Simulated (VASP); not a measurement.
Input of a VASP 6.6.1 run:

File INCAR:

```
PREC = Accurate
ENCUT = 520
EDIFF = 1E-6
ISMEAR = -1
SIGMA = 0.1
LREAL = False
LASPH = True
NELM = 60
ALGO = Normal
ISIF = 2
LWAVE = False
LCHARG = False
GGA = PS
NBANDS = 26
```

KPOINTS

```
regular mesh
0
Gamma
  8 8 2
```

The input POSCAR:

```
Cs
1.0
    5.5928096776      0.0000000000      0.0000000000
   -2.7964048388      4.8435152594      0.0000000000
    0.0000000000      0.0000000000     18.2661164070
Cs
4
Direct
    0.0000000000      0.0000000000      0.0000000000
    0.0000000000      0.0000000000      0.5000000000
    0.3333333333      0.6666666667      0.2500000000
    0.6666666667      0.3333333333      0.7500000000
```

Potentials or basis: VASP PAW PBE potentials, release 64 (Cs_sv).

Run with:

```console
$ cat potpaw_PBE.64/Cs_sv/POTCAR > POTCAR
$ mpirun -np 1 vasp_std > vasp.out
```

(1) Predict the band gap on the k mesh.

(2) Predict the pressure.

Answers

(1) zero (bands 18 and 19 overlap by 1.50 eV).

(2) -0.2 GPa.

Caveat: the PAW data sets were made with another functional, which shifts forces and pressure a little; spin-orbit coupling is left out, which moves the levels of the heavy elements.
